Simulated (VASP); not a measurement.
Here is a VASP 6.6.1 calculation.

The input INCAR:

```
SYSTEM = V
ALGO = Normal
EDIFF = 1E-6
ENCUT = 520
GGA = PS
ISIF = 2
ISMEAR = -1
LASPH = .TRUE.
LCHARG = .FALSE.
LREAL = .FALSE.
LWAVE = .FALSE.
NBANDS = 20
NELM = 80
PREC = Accurate
SIGMA = 0.1
```

KPOINTS

```
k-points
0
G
  23 23 11
  0 0 0
```

The input POSCAR:

```
V
1.0
    2.6102783308      0.0000000000      0.0000000000
   -1.3051391654      2.2605673454      0.0000000000
    0.0000000000      0.0000000000      4.7017437132
V
2
Direct
    0.3333333333      0.6666666667      0.2500000000
    0.6666666667      0.3333333333      0.7500000000
```

Potentials or basis: VASP PAW PBE potentials, release 64 (V_sv).

Command:

```bash
$ cat potpaw_PBE.64/V_sv/POTCAR > POTCAR
$ mpirun -np 1 vasp_std > vasp.out
```

(1) Predict the band gap on the k mesh.

(2) What does it give for the pressure?

## Answers

(1) zero (bands 13 and 14 overlap by 1.91 eV).

(2) -6.6 GPa.

Caveat: the cell stands under tension; the PAW data sets were made with another functional, which shifts forces and pressure a little.
